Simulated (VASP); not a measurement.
Crystal: HfO2.

```
Hf O
1.0
     0.00000    2.55750    2.55750
     2.55750    0.00000    2.55750
     2.55750    2.55750    0.00000
Hf O
1 2
Direct
  0.00000 0.00000 0.00000
  0.25000 0.25000 0.25000
  0.75000 0.75000 0.75000
```

* Program: VASP 6.6.1
* Task: relaxation of cell and atoms
* Functional: PBEsol
* Potentials or basis: VASP PAW PBE potentials, release 64 (Hf_pv, O)
* Cutoff: 600 eV
* k mesh: 6 × 6 × 6
* Occupations: fermi-dirac, width 0.02 eV
* Spin: no spin polarisation

At the start: pressure -13.7 GPa; volume 11.15 Å³/atom.

Problem. Where does the relaxation end?

Solution. Over 3 steps the energy falls by 28.0 meV/atom and the volume is 10.55 Å³/atom (-5.4 %); space group Fm-3m (No. 225, to 0.05 Å).

Step by step:
```
step  energy change (eV)  largest force (eV/Å)  pressure (GPa)  volume (Å³)
   1              0.0000                0.0000          -13.75        33.46
   2              0.1214                0.0000           27.66        29.03
   3             -0.0839                0.0000           -0.33        31.64
```

Final structure:
```yaml
crystal:
  lattice:
    - [0.00000, 2.51031, 2.51031]
    - [2.51031, 0.00000, 2.51031]
    - [2.51031, 2.51031, 0.00000]
  atoms:
    - { symbol: Hf, position: [0.00000, 0.00000, 0.00000] }
    - { symbol: O, position: [0.25000, 0.25000, 0.25000] }
    - { symbol: O, position: [0.75000, 0.75000, 0.75000] }
```

Caveat: the PAW data sets were made with another functional, which shifts forces and pressure a little.
